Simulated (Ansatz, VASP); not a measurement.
# Os: VASP beside Ansatz

```
CELL_PARAMETERS angstrom
2.72691 0.00000 0.00000
0.00000 3.85644 0.00000
0.00000 0.00000 18.72690
ATOMIC_POSITIONS crystal
Os 0.00000 0.00000 0.43373
Os 0.50000 0.50000 0.50000
Os 0.00000 0.00000 0.56627
```

Alike in both runs: functional PBE; k mesh 13 × 10 × 1; occupations fermi-dirac, width 0.1 eV; no spin polarisation.

Ansatz relaxed the structure, and its values are those at the end. VASP's run is a single point on that final structure, the one shown.

```csv
,VASP,Ansatz
version,VASP 6.6.1,Ansatz 0.2.0
potentials or method,"VASP PAW PBE potentials, release 64 (Os)","PAW with Ansatz's default frozen-core files, scalar-relativistic"
plane-wave cutoff (eV),520,420
valence electrons in the cell,24,48
```

|  | VASP | Ansatz | Ansatz less VASP |
| --- | --- | --- | --- |
| rms of the force components (eV/Å) | 0.006 | 0.001 | -0.0051 |

The functional is the same, so the differences come from potentials, cutoffs and numerics. VASP's potentials hold 24 valence electrons a cell and Ansatz's 48, so a difference there can come from the potentials and not from the codes. Ansatz's warnings: stress scf threshold loose, xc potential rough in thin density.

Neither program's run includes spin-orbit coupling.
